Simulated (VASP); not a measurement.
Set up this calculation in VASP 6.6.1, as the native input.

```
Task                   : electric field gradients
Functional             : LDA
Potentials or basis    : VASP PAW LDA potentials, release 64 (Ti_sv)
Cutoff                 : 520 eV
k mesh                 : 14 × 14 × 14
Occupations            : fermi-dirac, width 0.05 eV
Spin                   : no spin polarisation
Dipole correction      : no
Further INCAR settings : ALGO = Normal; EDIFF = 1e-08; NBANDS = 12
```

The structure of Ti lies in POSCAR:

```
Ti
1.0
    0.0000000000      2.0367442356      2.0367442356
    2.0367442356      0.0000000000      2.0367442356
    2.0367442356      2.0367442356      0.0000000000
Ti
1
Direct
    0.0000000000      0.0000000000      0.0000000000
```

This cell differs from its parent crystal: volume scaled by 1.01.

These files were run (other wordings do the same):

INCAR

```
PREC = Accurate ; ENCUT = 520
EDIFF = 1E-8 ; ISMEAR = -1
SIGMA = 0.05 ; LREAL = False
LASPH = True ; NELM = 80
ALGO = Normal ; ISIF = 2
LWAVE = False ; LCHARG = False
LEFG = True ; NBANDS = 12
```

KPOINTS

```
Automatic mesh
0
Gamma
  14 14 14
```

Potentials or basis: VASP PAW LDA potentials, release 64 (Ti_sv).

Launch:

```console
$ cat potpaw_LDA.64/Ti_sv/POTCAR > POTCAR
$ mpirun -np 1 vasp_std > vasp.out
```

Results of the run:

```yaml
Pressure: -6.0 GPa
Band_gap_on_the_k_mesh: zero (band 6 reaches 9.14 eV, above the bottom of band 7 at 7.84 eV)
```

Caveat: without QUAD_EFG the Cq values of the log hold for a quadrupole moment of 1 mb, not for the nuclei.

Wall time 11 s on 1 thread of Intel(R) Xeon(R) Platinum 8488C (Sapphire Rapids), on a shared host, peak memory 0.14 GiB.
